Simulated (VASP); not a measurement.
A run of VASP 6.6.1 is set up as follows.

The input INCAR:

```
PREC     = Accurate       # precision mode
ENCUT    = 520            # plane-wave cutoff, eV
EDIFF    = 1E-6           # SCF threshold, eV
ISMEAR   = 0              # smearing method
SIGMA    = 0.1            # smearing width, eV
LREAL    = F              # projectors in reciprocal space
LASPH    = T              # aspherical terms in the spheres
NELM     = 100            # most SCF steps
ALGO     = Normal         # electronic algorithm
ISIF     = 2              # what is computed and relaxed
LWAVE    = F              # write WAVECAR
LCHARG   = T              # write CHGCAR
GGA      = PE             # functional
LELF     = T              # ELF
LVHAR    = T            
NBANDS   = 21             # bands
```

File KPOINTS:

```
regular mesh
0
Gamma
  18 18 10
```

POSCAR

```
Ru
1.0
    2.7749325072      0.0000000000      0.0000000000
   -1.3874662536      2.4031620451      0.0000000000
    0.0000000000      0.0000000000      4.0059315450
Ru
2
Direct
    0.3333333333      0.6666666667      0.2500000000
    0.6666666667      0.3333333333      0.7500000000
```

Potentials or basis: VASP PAW PBE potentials, release 64 (Ru_pv).

The run is started by

```bash
$ cat potpaw_PBE.64/Ru_pv/POTCAR > POTCAR
$ mpirun -np 1 vasp_std > vasp.out
```

Question: Estimate the pressure.

Answer: 14.4 GPa.

Question: What does it give for the band gap on the k mesh?

Answer: Zero (bands 14 and 15 overlap by 3.02 eV).

Stress tensor (GPa, compression positive):
```
 0.59  0.00  0.00
 0.00  0.59  0.00
 0.00  0.00 42.08
```

Caveat: the cell differs from its parent crystal (strained); the stress differs along the axes, from 1 to 42 GPa.
